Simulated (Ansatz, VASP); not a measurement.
## One calculation of SnSe2, two programs

INCAR

```
SYSTEM = SnSe2
ALGO = Normal ; EDIFF = 1E-7
ENCUT = 520 ; GGA = PE
ISIF = 2 ; ISMEAR = 0
LASPH = .True. ; LCHARG = .False.
LREAL = .False. ; LWAVE = .False.
NBANDS = 20 ; NELM = 80
PREC = Accurate ; SIGMA = 0.05
```

Contents of KPOINTS:

```
k-points
0
Gamma
  6 6 6
  0 0 0
```

The input POSCAR:

```
SnSe2
1.0
    1.8950116506      1.0940854866      6.0269119705
   -1.8950116506      1.0940854866      6.0269119705
    0.0000000000     -2.1881709732      6.0269119705
Sn Se
1 2
Direct
   -0.0002292479     -0.0002292479     -0.0002292479
    0.4278747020      0.4278747020      0.4278747020
    0.2390212128      0.2390212128      0.2390212128
```

Input for Ansatz:

```yaml
crystal:
  lattice:
    - [1.8950116506, 1.0940854866, 6.0269119705]
    - [-1.8950116506, 1.0940854866, 6.0269119705]
    - [0.0, -2.1881709732, 6.0269119705]
  atoms:
    - { symbol: Sn, position: [-0.0002292479, -0.0002292479, -0.0002292479] }
    - { symbol: Se, position: [0.427874702, 0.427874702, 0.427874702] }
    - { symbol: Se, position: [0.2390212128, 0.2390212128, 0.2390212128] }
kpoints:
  mp_grid: { grid: [6, 6, 6] }
hamiltonian:
  xc: pbe
scf:
  occupations: { method: gaussian, width: 0.05 }
  n_extra_bands: 4
output:
  forces: true
  stress: true
  eigenvalues: true
```

Alike in both runs: task single point; functional PBE; k mesh 6 × 6 × 6; occupations gaussian, width 0.05 eV; no spin polarisation.

|  | VASP | Ansatz |
| --- | --- | --- |
| version | VASP 6.6.1 | Ansatz 0.2.0 |
| potentials or method | VASP PAW PBE potentials, release 64 (Sn_d, Se) | plane waves |
| plane-wave cutoff (eV) | 520 | 420 |
| valence electrons in the cell | 26 | 46 |

|  | VASP | Ansatz | Ansatz less VASP |
| --- | --- | --- | --- |
| pressure (GPa) | 2.8 | 2.7 | -0.05 |
| traceless stress, the component that is largest in VASP (GPa) | -0.89 | -0.89 | -0.004 |
| rms of the force components (eV/Å) | 0.151 | 0.144 | -0.0071 |

Atom by atom the forces differ by 0.007 eV/Å (rms over components). VASP's potentials hold 26 valence electrons a cell and Ansatz's 46, so a difference there can come from the potentials and not from the codes.
